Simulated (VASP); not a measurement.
LiCu, 2 atoms in the cell. It takes space group P4/mmm (No. 123, tetragonal). The conventional cell has a = 2.655 Å, b = 2.655 Å, c = 4.025 Å, α = 90.00°, β = 90.00°, γ = 90.00°. Within 3.5 Å of Li (site symmetry 4/mmm) lie 4 Li at 2.66 Å and 8 Cu at 2.75 Å. Within 3.5 Å of Cu (site symmetry 4/mmm) lie 4 Cu at 2.66 Å and 8 Li at 2.75 Å.  This cell differs from its parent crystal: volume scaled by 1.10, then relaxed in part.

| Quantity | Value |
| --- | --- |
| Program | VASP 6.6.1 |
| Task | single point |
| Functional | PBE |
| Potentials or basis | VASP PAW PBE potentials, release 64 (Li_sv, Cu) |
| Cutoff | 520 eV |
| k mesh | 20 × 20 × 16 |
| Occupations | gaussian, width 0.1 eV |
| Spin | no spin polarisation |
| Dipole correction | no |
| Further INCAR settings | ALGO = Fast; EDIFF = 1e-06; NBANDS = 14 |

Potentials or basis: VASP PAW PBE potentials, release 64 (Li_sv, Cu).

Run with:

```sh
$ cat potpaw_PBE.64/Li_sv/POTCAR potpaw_PBE.64/Cu/POTCAR > POTCAR
$ mpirun -np 1 vasp_std > vasp.out
```

Hardware: 1 thread of Intel(R) Xeon(R) 6975P-C (Granite Rapids), with other jobs on the host.

**Question.** How long does it take, and how much memory?

**Answer.** Wall time 2.3 min on 1 thread of Intel(R) Xeon(R) 6975P-C (Granite Rapids), on a shared host, peak memory 0.32 GiB. Counts: scf iterations 17, k points 594.
